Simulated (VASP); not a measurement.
# ZnO (P6_3mc) in VASP: further runs

Runs on ZnO. Level: r2SCAN. Tasks: single point.

All numbers are computed with VASP 6.6.1; they aren't measurements. Logs are shortened: lines on timing, memory, paths and dates and some standing lists are left out, and cuts for length are marked.

### 1 The cell of the first run

It takes space group P6_3mc (No. 186, hexagonal). Conventional cell: a = 3.203 Å, b = 3.203 Å, c = 5.158 Å, α = 90.00°, β = 90.00°, γ = 120.00°. Within 2.6 Å of Zn (site symmetry 3m) lie 4 O at 1.95 to 1.96 Å. Within 2.6 Å of O (site symmetry 3m) lie 4 Zn at 1.95 to 1.96 Å.

### 2 Single point, r2SCAN (volume changed by -3%)

Input file POSCAR:

```
ZnO
1.0
    3.2026584162      0.0000000000      0.0000000000
   -1.6013292081      2.7735835480      0.0000000000
    0.0000000000      0.0000000000      5.1583123468
Zn O
2 2
Direct
    0.3333333333      0.6666666667     -0.0023477534
    0.6666666667      0.3333333333      0.4976522466
    0.3333333333      0.6666666667      0.3773477534
    0.6666666667      0.3333333333      0.8773477534
```

Input file INCAR.step1:

```
PREC     = Accurate       # precision mode
ENCUT    = 520            # plane-wave cutoff, eV
ISMEAR   = 0              # smearing method
SIGMA    = 0.01           # smearing width, eV
LREAL    = False          # projectors in reciprocal space
LASPH    = True           # aspherical terms in the spheres
NELM     = 60             # most SCF steps
NBANDS   = 26             # bands
GGA      = PE             # functional
ALGO     = Normal         # electronic algorithm
EDIFF    = 1E-4           # SCF threshold, eV
LWAVE    = True           # write WAVECAR
LCHARG   = False          # write CHGCAR
```

Input file INCAR.step2:

```
PREC     = Accurate       # precision mode
ENCUT    = 520            # plane-wave cutoff, eV
EDIFF    = 1E-6           # SCF threshold, eV
ISMEAR   = 0              # smearing method
SIGMA    = 0.01           # smearing width, eV
LREAL    = False          # projectors in reciprocal space
LASPH    = True           # aspherical terms in the spheres
NELM     = 60             # most SCF steps
ALGO     = Normal         # electronic algorithm
ISIF     = 2              # what is computed and relaxed
LWAVE    = False          # write WAVECAR
LCHARG   = False          # write CHGCAR
METAGGA  = R2SCAN         # meta-GGA
LMIXTAU  = True         
NBANDS   = 26             # bands
ISTART   = 1
```

Input file KPOINTS:

```
regular mesh
0
Gamma
  9 9 4
```

Potentials or basis: VASP PAW PBE potentials, release 64 (Zn, O).

Command:

```bash
$ cat potpaw_PBE.64/Zn/POTCAR potpaw_PBE.64/O/POTCAR > POTCAR
$ cp INCAR.step1 INCAR
$ mpirun -np 1 vasp_std > vasp.out
$ cp INCAR.step2 INCAR
$ mpirun -np 1 vasp_std > vasp.out
```

OUTCAR:

```text
PREC = Accurate
   ENCUT = 520
   EDIFF = 1E-6
   ISMEAR = 0
   LREAL = False
   LASPH = True
   NELM = 60
   ISIF = 2
   METAGGA = R2SCAN
   ISTART = 1

 ion  position               nearest neighbor table
   1  0.333  0.667  0.998-   4 1.95   4 1.95   4 1.95   3 1.96
   2  0.667  0.333  0.498-   3 1.95   3 1.95   3 1.95   4 1.96
   3  0.333  0.667  0.377-   2 1.95   2 1.95   2 1.95   1 1.96
   4  0.667  0.333  0.877-   1 1.95   1 1.95   1 1.95   2 1.96

  LATTYP: Found a hexagonal cell.
 ALAT       =     3.2026584162
 C/A-ratio  =     1.6106345656

  Lattice vectors:

 A1 = (   3.2026584162,   0.0000000000,   0.0000000000)
 A2 = (  -1.6013292081,   2.7735835480,   0.0000000000)
 A3 = (   0.0000000000,   0.0000000000,   5.1583123468)

Analysis of symmetry for initial positions (statically):
=====================================================================
 Subroutine PRICEL returns:
 Original cell was already a primitive cell.

 Routine SETGRP: Setting up the symmetry group for a
 hexagonal supercell.

 Subroutine GETGRP returns: Found 12 space group operations
 (whereof  6 operations were pure point group operations)
 out of a pool of 24 trial point group operations.

The static configuration has the point symmetry C_3v.
 The point group associated with its full space group is C_6v.

Analysis of symmetry for dynamics (positions and initial velocities):
=====================================================================
 Subroutine PRICEL returns:
 Original cell was already a primitive cell.

 Routine SETGRP: Setting up the symmetry group for a
 hexagonal supercell.

 Subroutine GETGRP returns: Found 12 space group operations
 (whereof  6 operations were pure point group operations)
 out of a pool of 24 trial point group operations.

The dynamic configuration has the point symmetry C_3v.
 The point group associated with its full space group is C_6v.

 Subroutine INISYM returns: Found 12 space group operations
 (whereof  6 operations are pure point group operations),
 and found     1 'primitive' translations

----------------------------------------------------------------------------------------

                                     Primitive cell

  volume of cell :      45.8205

  direct lattice vectors                    reciprocal lattice vectors
[... 90 lines left out ...]
   NELM   =     60;   NELMIN=  2; NELMDL=  0     # of ELM steps
   EDIFF  = 0.1E-05   stopping-criterion for ELM
   LREAL  =      F    real-space projection
   EDIFFG = 0.1E-04   stopping-criterion for IOM
   NSW    =      0    number of steps for IOM
   IBRION =     -1    ionic relax: 0-MD 1-quasi-New 2-CG
   NFREE  =      0    steps in history (QN), initial steepest desc. (CG)
   ISIF   =      2    stress and relaxation
   ISYM   =      2    0-nonsym 1-usesym 2-fastsym
   POTIM  = 0.5000    time-step for ionic-motion
   TEBEG  =    0.0;   TEEND  =   0.0 temperature during run
   PSTRESS=    0.0 pullay stress
   NELECT =      36.0000    total number of electrons
   NUPDOWN=      -1.0000    fix difference up-down
   EMIN   =  10.00;   EMAX   =-10.00  energy-range for DOS
   EFERMI =   0.00;   METHOD = LEGACY
   ISMEAR =     0;   SIGMA  =   0.01  broadening in eV -4-tet -1-fermi 0-gaus
   EFERMI_NEDOS =   21; number of points for ismear=-14 and -15
   IALGO  =     38    algorithm
   IMIX   =      4    mixing-type and parameters
     AMIX     =   0.40;   BMIX     =  1.00
     AMIX_MAG =   1.60;   BMIX_MAG =  1.00
  volume/ion in A,a.u.               =      11.46        77.30
  Fermi-wavevector in a.u.,A,eV,Ry     =   1.510622  2.854662 31.048210  2.281979
  Thomas-Fermi vector in A             =   2.620788
   LORBIT       =      0    0 simple, 1 ext, 2 COOP (PROOUT), +10 PAW based schemes
   METAGGA = R2SCAN    functional components
   LHFCALC =     F    Hartree Fock is set to
   AEXX    =    0.0000 exact exchange contribution
   IVDW    =     0    specifies the selected vdW correction
   LEPSILON=     F    determine dielectric tensor
   LRPA    =     F    only Hartree local field effects (RPA)
 non-spin polarized calculation
 Gauss-broadening in eV      SIGMA  =   0.01
  energy-cutoff  :      520.00
  volume of cell :       45.82
 maximum number of plane-waves:      1260
 NGX is ok and might be reduce to    24
   NGX = 11   NGY = 11   NGZ = 19

 number of electron      36.0000004 magnetization

 Free energy of the ion-electron system (eV)
  ---------------------------------------------------
  ext. energy  EPLUGINS =         0.00000000
  ---------------------------------------------------
  free energy    TOTEN  =       -36.28636446 eV

  energy without entropy =      -36.28636446  energy(sigma->0) =      -36.28636446

 E-fermi :   1.2958     XC(G=0): -11.8858

 val. band max:        1.2074040120   @ k =   0.0000   0.0000   0.0000
 cond. band min:       2.4885204772   @ k =   0.0000   0.0000   0.0000
 fundamental gap:      1.2811164652
 Fermi energy:         1.2957894439

 k-point     1 :       0.0000    0.0000    0.0000
  band No.  band energies     occupation
      1     -18.1998      2.00000
      2     -17.4572      2.00000
      3      -4.8150      2.00000
      4      -4.8150      2.00000
      5      -4.8004      2.00000
      6      -4.7524      2.00000
[... 685 lines left out ...]
     25      15.7851      0.00000
     26      17.4301      0.00000

 [... further k-points ...]

------------------------ aborting loop because EDIFF is reached ----------------------------------------

  FORCE on cell =-STRESS in cart. coord.  units (eV):
  Direction    XX          YY          ZZ          XY          YZ          ZX
  --------------------------------------------------------------------------------------
  -------------------------------------------------------------------------------------
  Total        1.7406367      1.7406367      1.7637282      0.0000000     -0.0000000      0.0000000
  in kB       60.8638200     60.8638200     61.6712488      0.0000000     -0.0000000      0.0000000
  external PRESSURE =      61.1329629 kB  Pullay stress =       0.0000000 kB

 VOLUME and BASIS-vectors are now :
 -----------------------------------------------------------------------------
  energy-cutoff  :      520.00
  volume of cell :       45.82
      direct lattice vectors                 reciprocal lattice vectors
     3.202658416  0.000000000  0.000000000     0.312240605  0.180272197  0.000000000
    -1.601329208  2.773583548  0.000000000     0.000000000  0.360544394  0.000000000
     0.000000000  0.000000000  5.158312347     0.000000000  0.000000000  0.193861855

 POSITION                                       TOTAL-FORCE (eV/Angst)
 -----------------------------------------------------------------------------------
     -0.00000      1.84906      5.14620        -0.000000      0.000000      0.006317
      1.60133      0.92453      2.56705         0.000000     -0.000000      0.006317
     -0.00000      1.84906      1.94648        -0.000000      0.000000     -0.006317
      1.60133      0.92453      4.52563        -0.000000      0.000000     -0.006317
 -----------------------------------------------------------------------------------
    total drift:                                0.000001      0.000003      0.000913

  FREE ENERGIE OF THE ION-ELECTRON SYSTEM (eV)
  ---------------------------------------------------
  free  energy   TOTEN  =       -36.2863644639 eV

  energy  without entropy=      -36.2863644639  energy(sigma->0) =      -36.28636446
```

OUTCAR.step1:

```text
PREC = Accurate
   ENCUT = 520
   ISMEAR = 0
   LREAL = False
   LASPH = True
[... 927 lines left out ...]
     -0.00000      1.84906      5.14620         0.000000      0.000000      0.004602
      1.60133      0.92453      2.56705        -0.000000      0.000000      0.004602
     -0.00000      1.84906      1.94648        -0.000000     -0.000000     -0.004602
      1.60133      0.92453      4.52563        -0.000000      0.000000     -0.004602
 -----------------------------------------------------------------------------------
    total drift:                                0.000001      0.000002     -0.001797

  FREE ENERGIE OF THE ION-ELECTRON SYSTEM (eV)
  ---------------------------------------------------
  free  energy   TOTEN  =       -17.7209208372 eV

  energy  without entropy=      -17.7209208372  energy(sigma->0) =      -17.72092084
```

OSZICAR.step1:

```text
N       E                     dE             d eps       ncg     rms          rms(c)
DAV:   1     0.289548505757E+03    0.28955E+03   -0.18191E+04  1920   0.203E+03
DAV:   2     0.101755554415E+02   -0.27937E+03   -0.26244E+03  1916   0.410E+02
DAV:   3    -0.203776791333E+02   -0.30553E+02   -0.30148E+02  2088   0.138E+02
DAV:   4    -0.209683473772E+02   -0.59067E+00   -0.58921E+00  2096   0.193E+01
DAV:   5    -0.209712115070E+02   -0.28641E-02   -0.28639E-02  2024   0.141E+00    0.156E+01
DAV:   6    -0.175380316806E+02    0.34332E+01   -0.64353E+00  2880   0.605E+01    0.967E+00
DAV:   7    -0.177581191998E+02   -0.22009E+00   -0.29862E+00  1906   0.168E+01    0.574E+00
DAV:   8    -0.177700515465E+02   -0.11932E-01   -0.48348E-01  2782   0.778E+00    0.164E+00
DAV:   9    -0.177180233234E+02    0.52028E-01   -0.10724E-01  2798   0.665E+00    0.288E-01
DAV:  10    -0.177208958636E+02   -0.28725E-02   -0.37935E-02  1900   0.133E+00    0.139E-01
DAV:  11    -0.177209208372E+02   -0.24974E-04   -0.50436E-04  1984   0.191E-01
   1 F= -.17720921E+02 E0= -.17720921E+02  d E =-.696273E-82
```

Run time: 2.6 min. Hardware: 1 thread of Intel Xeon Platinum 8259CL at 2.50GHz (Skylake/Cascade Lake), shared host; peak memory 0.18 GiB.

What came out:

- Free energy: -36.2864 eV
- Pressure: 6.1 GPa
- Largest force: 0.006 eV/Å
- Band gap on the k mesh: 1.28 eV, direct

Forces on the atoms (eV/Å):
```
Zn   0.000  0.000  0.006
Zn   0.000  0.000  0.006
O    0.000  0.000 -0.006
O    0.000  0.000 -0.006
```

Stress tensor (GPa, compression positive):
```
6.09 0.00 0.00
0.00 6.09 0.00
0.00 0.00 6.17
```

Caveat: the cell differs from its parent crystal (volume changed by -3%); the PAW data sets were made with another functional, which shifts forces and pressure a little.

### 3 Single point, r2SCAN

This run uses another cell than the first one, of 11.81 Å³/atom, 1.031 times its volume.

Input file POSCAR:

```
ZnO
1.0
    3.2353408614      0.0000000000      0.0000000000
   -1.6176704307      2.8018873759      0.0000000000
    0.0000000000      0.0000000000      5.2109518227
Zn O
2 2
Direct
    0.3333333333      0.6666666667     -0.0023477534
    0.6666666667      0.3333333333      0.4976522466
    0.3333333333      0.6666666667      0.3773477534
    0.6666666667      0.3333333333      0.8773477534
```

Input file INCAR.step1:

```
PREC = Accurate
ENCUT = 520
ISMEAR = 0
SIGMA = 0.01
LREAL = False
LASPH = True
NELM = 80
NBANDS = 26
GGA = PE
ALGO = Normal
EDIFF = 1E-4
LWAVE = True
LCHARG = False
```

Input file INCAR.step2:

```
PREC = Accurate
ENCUT = 520
EDIFF = 1E-6
ISMEAR = 0
SIGMA = 0.01
LREAL = False
LASPH = True
NELM = 80
ALGO = Normal
ISIF = 2
LWAVE = False
LCHARG = False
METAGGA = R2SCAN
LMIXTAU = True
NBANDS = 26
ISTART = 1
```

Input file KPOINTS:

```
Automatic mesh
0
Gamma
  9 9 4
```

Potentials or basis: VASP PAW PBE potentials, release 64 (Zn, O).

Command:

```bash
$ cat potpaw_PBE.64/Zn/POTCAR potpaw_PBE.64/O/POTCAR > POTCAR
$ cp INCAR.step1 INCAR
$ mpirun -np 1 vasp_std > vasp.out
$ cp INCAR.step2 INCAR
$ mpirun -np 1 vasp_std > vasp.out
```

OUTCAR:

```text
PREC = Accurate
   ENCUT = 520
   EDIFF = 1E-6
   ISMEAR = 0
   LREAL = False
   LASPH = True
   NELM = 80
   ISIF = 2
   METAGGA = R2SCAN
   ISTART = 1

 ion  position               nearest neighbor table
   1  0.333  0.667  0.998-   4 1.97   4 1.97   4 1.97   3 1.98
   2  0.667  0.333  0.498-   3 1.97   3 1.97   3 1.97   4 1.98
   3  0.333  0.667  0.377-   2 1.97   2 1.97   2 1.97   1 1.98
   4  0.667  0.333  0.877-   1 1.97   1 1.97   1 1.97   2 1.98

  LATTYP: Found a hexagonal cell.
 ALAT       =     3.2353408614
 C/A-ratio  =     1.6106345655

  Lattice vectors:

 A1 = (   3.2353408614,   0.0000000000,   0.0000000000)
 A2 = (  -1.6176704307,   2.8018873759,   0.0000000000)
 A3 = (   0.0000000000,   0.0000000000,   5.2109518227)

Analysis of symmetry for initial positions (statically):
=====================================================================
 Subroutine PRICEL returns:
 Original cell was already a primitive cell.

 Routine SETGRP: Setting up the symmetry group for a
 hexagonal supercell.

 Subroutine GETGRP returns: Found 12 space group operations
 (whereof  6 operations were pure point group operations)
 out of a pool of 24 trial point group operations.

The static configuration has the point symmetry C_3v.
 The point group associated with its full space group is C_6v.

Analysis of symmetry for dynamics (positions and initial velocities):
=====================================================================
 Subroutine PRICEL returns:
 Original cell was already a primitive cell.

 Routine SETGRP: Setting up the symmetry group for a
 hexagonal supercell.

 Subroutine GETGRP returns: Found 12 space group operations
 (whereof  6 operations were pure point group operations)
 out of a pool of 24 trial point group operations.

The dynamic configuration has the point symmetry C_3v.
[... 120 lines left out ...]
   EFERMI_NEDOS =   21; number of points for ismear=-14 and -15
   IALGO  =     38    algorithm
   IMIX   =      4    mixing-type and parameters
     AMIX     =   0.40;   BMIX     =  1.00
     AMIX_MAG =   1.60;   BMIX_MAG =  1.00
  volume/ion in A,a.u.               =      11.81        79.69
  Fermi-wavevector in a.u.,A,eV,Ry     =   1.495362  2.825825 30.424099  2.236108
  Thomas-Fermi vector in A             =   2.607517
   LORBIT       =      0    0 simple, 1 ext, 2 COOP (PROOUT), +10 PAW based schemes
   METAGGA = R2SCAN    functional components
   LHFCALC =     F    Hartree Fock is set to
   AEXX    =    0.0000 exact exchange contribution
   IVDW    =     0    specifies the selected vdW correction
   LEPSILON=     F    determine dielectric tensor
   LRPA    =     F    only Hartree local field effects (RPA)
 non-spin polarized calculation
 Gauss-broadening in eV      SIGMA  =   0.01
  energy-cutoff  :      520.00
  volume of cell :       47.24
 maximum number of plane-waves:      1296
   NGX = 13   NGY = 13   NGZ = 19

 number of electron      36.0000032 magnetization

 Free energy of the ion-electron system (eV)
  ---------------------------------------------------
  ext. energy  EPLUGINS =         0.00000000
  ---------------------------------------------------
  free energy    TOTEN  =       -36.31763079 eV

  energy without entropy =      -36.31763079  energy(sigma->0) =      -36.31763079

 E-fermi :   1.0017     XC(G=0): -11.7064

 val. band max:        0.9190657882   @ k =   0.0000   0.0000   0.0000
 cond. band min:       2.1534506635   @ k =   0.0000   0.0000   0.0000
 fundamental gap:      1.2343848753
 Fermi energy:         1.0017127083

 k-point     1 :       0.0000    0.0000    0.0000
  band No.  band energies     occupation
      1     -18.2264      2.00000
      2     -17.5302      2.00000
      3      -4.9396      2.00000
      4      -4.9395      2.00000
      5      -4.8827      2.00000
      6      -4.8350      2.00000
[... 685 lines left out ...]
     25      15.3691      0.00000
     26      16.8363      0.00000

 [... further k-points ...]

------------------------ aborting loop because EDIFF is reached ----------------------------------------

  FORCE on cell =-STRESS in cart. coord.  units (eV):
  Direction    XX          YY          ZZ          XY          YZ          ZX
  --------------------------------------------------------------------------------------
  -------------------------------------------------------------------------------------
  Total        0.2957835      0.2957835      0.3201889     -0.0000000     -0.0000000      0.0000000
  in kB       10.0322135     10.0322135     10.8599807     -0.0000000     -0.0000000      0.0000000
  external PRESSURE =      10.3081359 kB  Pullay stress =       0.0000000 kB

 VOLUME and BASIS-vectors are now :
 -----------------------------------------------------------------------------
  energy-cutoff  :      520.00
  volume of cell :       47.24
      direct lattice vectors                 reciprocal lattice vectors
     3.235340861  0.000000000  0.000000000     0.309086443  0.178451141  0.000000000
    -1.617670431  2.801887376  0.000000000     0.000000000  0.356902283  0.000000000
     0.000000000  0.000000000  5.210951823     0.000000000  0.000000000  0.191903521

 POSITION                                       TOTAL-FORCE (eV/Angst)
 -----------------------------------------------------------------------------------
     -0.00000      1.86792      5.19872         0.000000     -0.000000      0.002939
      1.61767      0.93396      2.59324        -0.000000      0.000000      0.002939
     -0.00000      1.86792      1.96634         0.000000     -0.000000     -0.002939
      1.61767      0.93396      4.57182         0.000000     -0.000000     -0.002939
 -----------------------------------------------------------------------------------
    total drift:                                0.000001      0.000002     -0.001086

  FREE ENERGIE OF THE ION-ELECTRON SYSTEM (eV)
  ---------------------------------------------------
  free  energy   TOTEN  =       -36.3176307852 eV

  energy  without entropy=      -36.3176307852  energy(sigma->0) =      -36.31763079
```

OUTCAR.step1:

```text
PREC = Accurate
   ENCUT = 520
   ISMEAR = 0
   LREAL = False
   LASPH = True
[... 926 lines left out ...]
     -0.00000      1.86792      5.19872         0.000000      0.000000      0.003306
      1.61767      0.93396      2.59324        -0.000000      0.000000      0.003306
     -0.00000      1.86792      1.96634         0.000000      0.000000     -0.003306
      1.61767      0.93396      4.57182        -0.000000     -0.000000     -0.003306
 -----------------------------------------------------------------------------------
    total drift:                                0.000001      0.000001     -0.004406

  FREE ENERGIE OF THE ION-ELECTRON SYSTEM (eV)
  ---------------------------------------------------
  free  energy   TOTEN  =       -17.8080836088 eV

  energy  without entropy=      -17.8080836088  energy(sigma->0) =      -17.80808361
```

Wall time 2.4 min (1 thread of Intel Xeon Platinum 8259CL at 2.50GHz (Skylake/Cascade Lake), shared host); peak memory 0.19 GiB.

What came out:

| Quantity | Value |
| --- | --- |
| Free energy | -36.3176 eV |
| Pressure | 1.0 GPa |
| Band gap on the k mesh | 1.23 eV, direct |

Forces in eV/Å, atoms in the order of the input:
```
Zn   0.000  0.000  0.003
Zn   0.000  0.000  0.003
O    0.000  0.000 -0.003
O    0.000  0.000 -0.003
```

Caveat: the PAW data sets were made with another functional, which shifts forces and pressure a little. r2SCAN opens gaps a little over a GGA but as a rule still falls short of measured ones.
